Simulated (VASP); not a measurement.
# Mo in VASP: notebook

The runs below take Mo through single point, with LDA.

Everything below comes from runs of VASP 6.6.1. Logs are shortened: lines on timing, memory, paths and dates and some standing lists are left out, and cuts for length are marked.

### 1 The cell of the first run

The typed cell holds 2 atoms: a = 2.971 Å, b = 2.971 Å, c = 4.588 Å, α = 97.17°, β = 97.17°, γ = 127.95°.

### 2 Single point, LDA (15.31 Å³/atom)

Contents of INCAR:

```
SYSTEM = Mo
PREC     = Accurate       ! precision mode
ENCUT    = 520            ! plane-wave cutoff, eV
EDIFF    = 1E-6           ! SCF threshold, eV
ISMEAR   = -1             ! smearing method
SIGMA    = 0.1            ! smearing width, eV
LREAL    = .FALSE.        ! projectors in reciprocal space
LASPH    = .TRUE.         ! aspherical terms in the spheres
NELM     = 60             ! most SCF steps
ALGO     = Normal         ! electronic algorithm
ISIF     = 2              ! what is computed and relaxed
LWAVE    = .FALSE.        ! write WAVECAR
LCHARG   = .FALSE.        ! write CHGCAR
GGA      = CA             ! functional
NBANDS   = 21             ! bands
```

Contents of KPOINTS:

```
Automatic mesh
0
G
  16 16 8
  0 0 0
```

Contents of POSCAR:

```
Mo
1.0
   -1.8879010717      1.8877487679      1.3036405554
    1.8877487679     -1.8879010717      1.3036405554
    3.1105723228      3.1105723228     -1.3039195001
Mo
2
Direct
    0.9999662344      0.0000337656      0.0000000000
    0.7500337656      0.2499662344      0.5000000000
```

Potentials or basis: VASP PAW LDA potentials, release 64 (Mo_sv).

Command:

```sh
$ cat potpaw_LDA.64/Mo_sv/POTCAR > POTCAR
$ mpirun -np 1 vasp_std > vasp.out
```

OUTCAR:

```text
SYSTEM = Mo
   PREC = Accurate
   ENCUT = 520
   EDIFF = 1E-6
   ISMEAR = -1
   LREAL = .FALSE.
   LASPH = .TRUE.
   NELM = 60
   ISIF = 2
   GGA = CA

 ion  position               nearest neighbor table
   1  1.000  0.000  0.000-   2 2.65   2 2.65   2 2.65   2 2.65   2 3.23   2 3.23   2 3.23   2 3.23

   2  0.750  0.250  0.500-   1 2.65   1 2.65   1 2.65   1 2.65   1 3.23   1 3.23   1 3.23   1 3.23

  Warning from LATTYP: Got some problem with cell dimensions!
  Tried to take original basis but could not verify dimensions!
  LATTYP: Found a base centered monoclinic cell.
 ALAT       =     2.6072811197
 B/A-ratio  =     2.0479476377
 C/A-ratio  =     1.7596219975
 COS(beta)  =    -0.2840119274

  Lattice vectors:

 A1 = (   1.8879010717,  -1.8877487679,  -1.3036405554)
 A2 = (  -1.8877487679,   1.8879010717,  -1.3036405554)
 A3 = (   3.1104200190,   3.1104200190,   1.3033616107)

Analysis of symmetry for initial positions (statically):
=====================================================================
 Subroutine PRICEL returns:
 Original cell was already a primitive cell.

 Routine SETGRP: Setting up the symmetry group for a
 base centered monoclinic supercell.

 Subroutine GETGRP returns: Found  4 space group operations
 (whereof  2 operations were pure point group operations)
 out of a pool of  4 trial point group operations.

The static configuration has the point symmetry C_2 .
 The point group associated with its full space group is C_2h.

Analysis of symmetry for dynamics (positions and initial velocities):
=====================================================================
 Subroutine PRICEL returns:
 Original cell was already a primitive cell.

 Routine SETGRP: Setting up the symmetry group for a
 base centered monoclinic supercell.

 Subroutine GETGRP returns: Found  4 space group operations
 (whereof  2 operations were pure point group operations)
 out of a pool of  4 trial point group operations.

The dynamic configuration has the point symmetry C_2 .
 The point group associated with its full space group is C_2h.

 Subroutine INISYM returns: Found  4 space group operations
 (whereof  2 operations are pure point group operations),
 and found     1 'primitive' translations

----------------------------------------------------------------------------------------

                                     Primitive cell

  volume of cell :      30.6203

  direct lattice vectors                    reciprocal lattice vectors
    -1.887901072  1.887748768  1.303640555    -0.052037307  0.212817762  0.383550697
     1.887748768 -1.887901072  1.303640555     0.212817762 -0.052037307  0.383550697
     3.110572323  3.110572323 -1.303919500     0.160746060  0.160746060  0.000018780

  length of vectors
     2.971067917  2.971067917  4.588194243     0.441713050  0.441713050  0.227329258

  position of ions in fractional coordinates (direct lattice)
     0.999966234  0.000033766  1.000000000
     0.750033766  0.249966234  0.500000000

  ion indices of the primitive-cell ions
   primitive index   ion index
                 1           1
                 2           2

----------------------------------------------------------------------------------------

 KPOINTS: Automatic mesh

Automatic generation of k-mesh.
 Grid dimensions read from file:
 generate k-points for:   16   16    8

 Generating k-lattice:

  Cartesian coordinates                     Fractional coordinates (reciprocal lattice)
    -0.003252332  0.013301110  0.023971919     0.062500000  0.000000000  0.000000000
     0.013301110 -0.003252332  0.023971919     0.000000000  0.062500000  0.000000000
     0.020093257  0.020093257  0.000002347    -0.000000000 -0.000000000  0.125000000

  Length of vectors
     0.027607066  0.027607066  0.028416157

  Shift w.r.t. Gamma in fractional coordinates (k-lattice)
     0.000000000  0.000000000  0.000000000

 Subroutine IBZKPT returns following result:
 ===========================================

 Found    554 irreducible k-points:

 Following reciprocal coordinates:
            Coordinates               Weight
  0.000000  0.000000  0.000000      1.000000
  0.062500 -0.000000  0.000000      4.000000
  0.125000 -0.000000  0.000000      4.000000
  0.187500  0.000000 -0.000000      4.000000
  0.250000 -0.000000  0.000000      4.000000
  0.312500  0.000000 -0.000000      4.000000
[... 16 lines left out ...]
 -0.125000  0.062500 -0.000000      4.000000
 -0.062500  0.062500  0.000000      2.000000
 [... further k-points ...]
   k-points           NKPTS =    554   k-points in BZ     NKDIM =    554   number of bands    NBANDS=     21
   number of dos      NEDOS =    301   number of ions     NIONS =      2
   total plane-waves  NPLWV =  20736
   dimension x,y,z NGX =    24 NGY =   24 NGZ =   36
   dimension x,y,z NGXF=    48 NGYF=   48 NGZF=   72
   ions per type =               2
   NGX,Y,Z   is equivalent  to a cutoff of  13.43, 13.43, 13.04 a.u.
   NGXF,Y,Z  is equivalent  to a cutoff of  26.86, 26.86, 26.09 a.u.
 SYSTEM =  Mo
   PREC   = accura    normal or accurate (medium, high low for compatibility)
   ISTART =      0    job   : 0-new  1-cont  2-samecut
   ICHARG =      2    charge: 1-file 2-atom 10-const
   ISPIN  =      1    spin polarized calculation?
   LNONCOLLINEAR =      F non collinear calculations
   LSORBIT =      F    spin-orbit coupling
   LASPH  =      T    aspherical Exc in radial PAW
   ENCUT  =  520.0 eV  38.22 Ry    6.18 a.u.   5.52  5.52  8.53*2*pi/ulx,y,z
   NELM   =     60;   NELMIN=  2; NELMDL= -5     # of ELM steps
   EDIFF  = 0.1E-05   stopping-criterion for ELM
   LREAL  =      F    real-space projection
   EDIFFG = 0.1E-04   stopping-criterion for IOM
   NSW    =      0    number of steps for IOM
   IBRION =     -1    ionic relax: 0-MD 1-quasi-New 2-CG
   NFREE  =      0    steps in history (QN), initial steepest desc. (CG)
   ISIF   =      2    stress and relaxation
   ISYM   =      2    0-nonsym 1-usesym 2-fastsym
   POTIM  = 0.5000    time-step for ionic-motion
   TEBEG  =    0.0;   TEEND  =   0.0 temperature during run
   PSTRESS=    0.0 pullay stress
   NELECT =      28.0000    total number of electrons
   NUPDOWN=      -1.0000    fix difference up-down
   EMIN   =  10.00;   EMAX   =-10.00  energy-range for DOS
   EFERMI =   0.00;   METHOD = LEGACY
   ISMEAR =    -1;   SIGMA  =   0.10  broadening in eV -4-tet -1-fermi 0-gaus
   EFERMI_NEDOS =   21; number of points for ismear=-14 and -15
   IALGO  =     38    algorithm
   IMIX   =      4    mixing-type and parameters
     AMIX     =   0.40;   BMIX     =  1.00
     AMIX_MAG =   1.60;   BMIX_MAG =  1.00
  volume/ion in A,a.u.               =      15.31       103.32
  Fermi-wavevector in a.u.,A,eV,Ry     =   1.589002  3.002778 34.353720  2.524927
  Thomas-Fermi vector in A             =   2.687919
   LORBIT       =      0    0 simple, 1 ext, 2 COOP (PROOUT), +10 PAW based schemes
   GGA     = CA    functional components
   LHFCALC =     F    Hartree Fock is set to
   AEXX    =    0.0000 exact exchange contribution
   IVDW    =     0    specifies the selected vdW correction
   LEPSILON=     F    determine dielectric tensor
   LRPA    =     F    only Hartree local field effects (RPA)
 non-spin polarized calculation
  energy-cutoff  :      520.00
  volume of cell :       30.62
 maximum number of plane-waves:       840
 NGX is ok and might be reduce to    24
   NGX = 11   NGY = 11   NGZ = 17

 number of electron      27.9999999 magnetization

 Free energy of the ion-electron system (eV)
  ---------------------------------------------------
  ext. energy  EPLUGINS =         0.00000000
  ---------------------------------------------------
  free energy    TOTEN  =       -23.81333530 eV

  energy without entropy =      -23.76427289  energy(sigma->0) =      -23.78880409

 E-fermi :  12.6086     XC(G=0): -13.6948

 val. band max:       12.6028489990   @ k =   0.2500   0.1250  -0.0000
 cond. band min:      12.6100927287   @ k =  -0.0625   0.5000   0.1250
 fundamental gap:      0.0072437297
 Fermi energy:        12.6086463972

 k-point     1 :       0.0000    0.0000    0.0000
  band No.  band energies     occupation
      1     -48.0942      2.00000
      2     -47.7501      2.00000
      3     -23.0753      2.00000
      4     -22.0355      2.00000
      5     -21.5907      2.00000
      6     -21.4119      2.00000
[... 13 lines left out ...]
     20      17.0110      0.00000
     21      24.7970      0.00000

 k-point     2 :       0.0625   -0.0000    0.0000
  band No.  band energies     occupation
      1     -48.0826      2.00000
      2     -47.7442      2.00000
      3     -23.0542      2.00000
      4     -22.0412      2.00000
      5     -21.6034      2.00000
      6     -21.4703      2.00000
[... 13 lines left out ...]
     20      17.2014      0.00000
     21      24.6811      0.00000

 k-point     3 :       0.1250   -0.0000    0.0000
  band No.  band energies     occupation
      1     -48.0491      2.00000
      2     -47.7278      2.00000
      3     -22.9940      2.00000
      4     -22.0586      2.00000
      5     -21.6872      2.00000
      6     -21.6316      2.00000
[... 13 lines left out ...]
     20      18.1387      0.00000
     21      24.5834      0.00000
[... 457 lines left out ...]
 k-point    23 :      -0.1250    0.0625   -0.0000
  band No.  band energies     occupation
      1     -48.0700      2.00000
      2     -47.7444      2.00000
      3     -23.0199      2.00000
      4     -22.0869      2.00000
      5     -21.6723      2.00000
      6     -21.4999      2.00000
[... 13 lines left out ...]
     20      18.2442      0.00000
     21      24.3217      0.00000

 k-point    24 :      -0.0625    0.0625    0.0000
  band No.  band energies     occupation
      1     -48.0877      2.00000
      2     -47.7501      2.00000
      3     -23.0576      2.00000
      4     -22.0595      2.00000
      5     -21.6239      2.00000
      6     -21.4347      2.00000
[... 13 lines left out ...]
     20      17.5967      0.00000
     21      24.4318      0.00000

 [... further k-points ...]

------------------------ aborting loop because EDIFF is reached ----------------------------------------

  FORCE on cell =-STRESS in cart. coord.  units (eV):
  Direction    XX          YY          ZZ          XY          YZ          ZX
  --------------------------------------------------------------------------------------
  -------------------------------------------------------------------------------------
  Total        0.2082626      0.2082626      0.1986796      0.0263825     -0.0025154     -0.0025153
  in kB       10.8971403     10.8971403     10.3957223      1.3804390     -0.1316133     -0.1316117
  external PRESSURE =      10.7300009 kB  Pullay stress =       0.0000000 kB

 VOLUME and BASIS-vectors are now :
 -----------------------------------------------------------------------------
  energy-cutoff  :      520.00
  volume of cell :       30.62
      direct lattice vectors                 reciprocal lattice vectors
    -1.887901072  1.887748768  1.303640555    -0.052037307  0.212817762  0.383550697
     1.887748768 -1.887901072  1.303640555     0.212817762 -0.052037307  0.383550697
     3.110572323  3.110572323 -1.303919500     0.160746060  0.160746060  0.000018780

 POSITION                                       TOTAL-FORCE (eV/Angst)
 -----------------------------------------------------------------------------------
     -1.88777      1.88762      1.30364        -0.002614      0.002614     -0.000000
      0.61117      2.49925      0.65168         0.002614     -0.002614      0.000000
 -----------------------------------------------------------------------------------
    total drift:                               -0.000000      0.000000      0.000000

  FREE ENERGIE OF THE ION-ELECTRON SYSTEM (eV)
  ---------------------------------------------------
  free  energy   TOTEN  =       -23.8133352996 eV

  energy  without entropy=      -23.7642728871  energy(sigma->0) =      -23.78880409
```

Run time: 1.8 min. Hardware: 1 thread of AMD EPYC 9R45 (Zen 5), shared host; peak memory 0.33 GiB.

Results:

* Free energy: -23.8133 eV
* Pressure: 1.1 GPa
* Largest force: 0.004 eV/Å
* Band gap on the k mesh: zero (bands 14 and 15 overlap by 1.94 eV)

Forces in eV/Å, atoms in the order of the input:
```
Mo  -0.003  0.003  0.000
Mo   0.003 -0.003  0.000
```

### 3 Single point, LDA (15.92 Å³/atom)

This run uses another cell than the first one, of 15.92 Å³/atom.

Contents of INCAR:

```
ALGO     = Normal         # electronic algorithm
EDIFF    = 1E-7           # SCF threshold, eV
ENCUT    = 520            # plane-wave cutoff, eV
GGA      = CA             # functional
ISIF     = 2              # what is computed and relaxed
ISMEAR   = -1             # smearing method
LASPH    = T              # aspherical terms in the spheres
LCHARG   = T              # write CHGCAR
LELF     = T              # ELF
LREAL    = F              # projectors in reciprocal space
LVHAR    = T            
LWAVE    = F              # write WAVECAR
NBANDS   = 21             # bands
NELM     = 80             # most SCF steps
PREC     = Accurate       # precision mode
SIGMA    = 0.1            # smearing width, eV
```

Contents of KPOINTS:

```
k-points
0
Gamma
  16 16 8
```

Contents of POSCAR:

```
Mo
1.0
   -1.9127447243      1.9125904163      1.3207956879
    1.9125904163     -1.9127447243      1.3207956879
    3.1515056002      3.1515056002     -1.3210783033
Mo
2
Direct
    0.9999662344      0.0000337656      0.0000000000
    0.7500337656      0.2499662344      0.5000000000
```

Potentials or basis: VASP PAW LDA potentials, release 64 (Mo_sv).

Command:

```sh
$ cat potpaw_LDA.64/Mo_sv/POTCAR > POTCAR
$ mpirun -np 1 vasp_std > vasp.out
```

It took 2.1 min on 1 thread of AMD EPYC 9R45 (Zen 5), shared host; peak memory 0.34 GiB.

Results (log left out):

```yaml
Free_energy: -23.7827 eV
Pressure: -9.0 GPa
Band_gap_on_the_k_mesh: zero (bands 14 and 15 overlap by 1.80 eV)
```

Forces on the atoms (eV/Å):
```
Mo  -0.002  0.002  0.000
Mo   0.002 -0.002  0.000
```

Stress tensor (GPa, compression positive):
```
-8.90 -0.33 -0.01
-0.33 -8.90 -0.01
-0.01 -0.01 -9.08
```

Levels at points of the mesh, in eV from the Fermi level:
| k point | band 12 | band 13 | band 14 | band 15 | band 16 | band 17 |
| --- | --- | --- | --- | --- | --- | --- |
| (0.00, 0.00, 0.00) | -2.23 | -1.16 | 0.42 | 0.87 | 0.91 | 2.02 |
| (0.50, 0.00, 0.00) | -1.75 | -0.94 | 0.43 | 1.88 | 2.39 | 2.92 |
| (0.50, 0.50, 0.00) | -2.45 | -1.94 | -1.94 | 2.52 | 2.52 | 3.50 |
| (0.00, 0.00, 0.50) | -2.13 | -1.42 | -1.42 | 0.30 | 0.30 | 1.44 |
| (0.50, 0.00, 0.50) | -1.75 | -0.94 | 0.43 | 1.88 | 2.40 | 2.92 |
| (0.50, 0.50, 0.50) | -3.36 | 1.28 | 1.28 | 1.86 | 1.86 | 3.47 |

Caveat: the cell stands under tension.

### 4 Single point, LDA (16.53 Å³/atom)

This run uses another cell than the first one, of 16.53 Å³/atom.

Contents of INCAR:

```
PREC     = Accurate       # precision mode
ENCUT    = 520            # plane-wave cutoff, eV
EDIFF    = 1E-6           # SCF threshold, eV
ISMEAR   = -1             # smearing method
SIGMA    = 0.1            # smearing width, eV
LREAL    = F              # projectors in reciprocal space
LASPH    = T              # aspherical terms in the spheres
NELM     = 60             # most SCF steps
ALGO     = Normal         # electronic algorithm
ISIF     = 2              # what is computed and relaxed
LWAVE    = F              # write WAVECAR
LCHARG   = F              # write CHGCAR
NBANDS   = 21             # bands
```

Contents of KPOINTS:

```
Automatic mesh
0
Gamma
  16 16 8
```

Contents of POSCAR:

```
Mo
1.0
   -1.9369592534      1.9368029919      1.3375163957
    1.9368029919     -1.9369592534      1.3375163957
    3.1914023115      3.1914023115     -1.3378025889
Mo
2
Direct
    0.9999662344      0.0000337656      0.0000000000
    0.7500337656      0.2499662344      0.5000000000
```

Command:

```sh
$ cat potpaw_LDA.64/Mo_sv/POTCAR > POTCAR
$ mpirun -np 1 vasp_std > vasp.out
```

Run time: 2 min. Hardware: 1 thread of AMD EPYC 9R45 (Zen 5), shared host; peak memory 0.34 GiB.

It converged, with:

- Free energy: -23.6826 eV
- Pressure: -17.2 GPa
- Band gap on the k mesh: zero (bands 14 and 15 overlap by 1.68 eV)

Forces on the atoms (eV/Å):
```
Mo  -0.002  0.002  0.000
Mo   0.002 -0.002  0.000
```

Stress tensor (GPa, compression positive):
```
-17.07  -0.75  -0.01
 -0.75 -17.07  -0.01
 -0.01  -0.01 -17.35
```

Levels at points of the mesh, in eV from the Fermi level:
```csv
k point,band 11,band 12,band 13,band 14,band 15,band 16,band 17,band 18
"(0.00, 0.00, 0.00)",-2.32,-2.11,-1.08,0.42,0.86,0.89,1.88,2.10
"(0.50, 0.00, 0.00)",-3.82,-1.66,-0.87,0.38,1.79,2.29,2.77,3.51
"(0.50, 0.50, 0.00)",-2.34,-2.34,-1.91,-1.90,2.40,2.40,3.33,3.33
"(0.00, 0.00, 0.50)",-2.01,-2.01,-1.36,-1.36,0.30,0.30,1.39,1.39
"(0.50, 0.00, 0.50)",-3.82,-1.66,-0.88,0.38,1.79,2.30,2.77,3.51
"(0.50, 0.50, 0.50)",-3.18,-3.18,1.19,1.19,1.78,1.78,3.29,3.29
```

Caveat: the cell stands under tension.

### 5 Summary

```tsv
cell	gap on the mesh (eV)	pressure (GPa)
a = 2.971, b = 2.971, c = 4.588 Å, angles 97.2, 97.2, 127.9°, 2 atoms	none	1.1
a = 3.010, b = 3.010, c = 4.649 Å, angles 97.2, 97.2, 127.9°, 2 atoms	none	-9.0
a = 3.048, b = 3.048, c = 4.707 Å, angles 97.2, 97.2, 127.9°, 2 atoms	none	-17.2
```

Alike in all rows: task single point; level LDA; potentials or basis VASP PAW LDA potentials, release 64 (Mo_sv); no spin polarisation; k mesh 16 × 16 × 8; cutoff (eV) 520; smearing fermi-dirac 0.1 eV.

Caveats: the cell stands under tension (at least some runs).

Total energies depend on the potentials used, so only differences within one code and one set of settings carry meaning.
